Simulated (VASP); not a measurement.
A run of VASP 6.6.1:

The input INCAR:

```
ALGO = Normal ; EDIFF = 1E-6
ENCUT = 600 ; GGA = PE
GGA_COMPAT = False ; ISIF = 2
ISMEAR = 0 ; LASPH = True
LCHARG = False ; LMAXMIX = 6
LREAL = False ; LWAVE = False
NBANDS = 16 ; NELM = 200
PREC = Accurate ; SIGMA = 0.1
```

Contents of KPOINTS:

```
k-points
0
Gamma
  10 10 10
```

The input POSCAR:

```
TmHOs
1.0
    3.4961873620      0.0000000000      0.0000000000
    0.0000000000      3.4961873620      0.0000000000
    0.0000000000      0.0000000000      3.5783948975
Tm H Os
1 1 1
Direct
    0.5000000000      0.5000000000      0.5000000000
    0.0000000000      0.0000000000      0.5000000000
    0.0000000000      0.0000000000      0.0000000000
```

Potentials or basis: VASP PAW PBE potentials, release 64 (Tm_3, H, Os), 4f in core.

Launch:

```sh
$ cat potpaw_PBE.64/Tm_3/POTCAR potpaw_PBE.64/H/POTCAR potpaw_PBE.64/Os/POTCAR > POTCAR
$ mpirun -np 1 vasp_std > vasp.out
```

Hardware: 1 thread of Intel(R) Xeon(R) 6975P-C (Granite Rapids), on a shared host.

Question: Estimate the wall time of this run.

Answer: It took 37 s on 1 thread of Intel(R) Xeon(R) 6975P-C (Granite Rapids), with other jobs on the host, peak memory 0.26 GiB. Counts: scf iterations 13, k points 126.
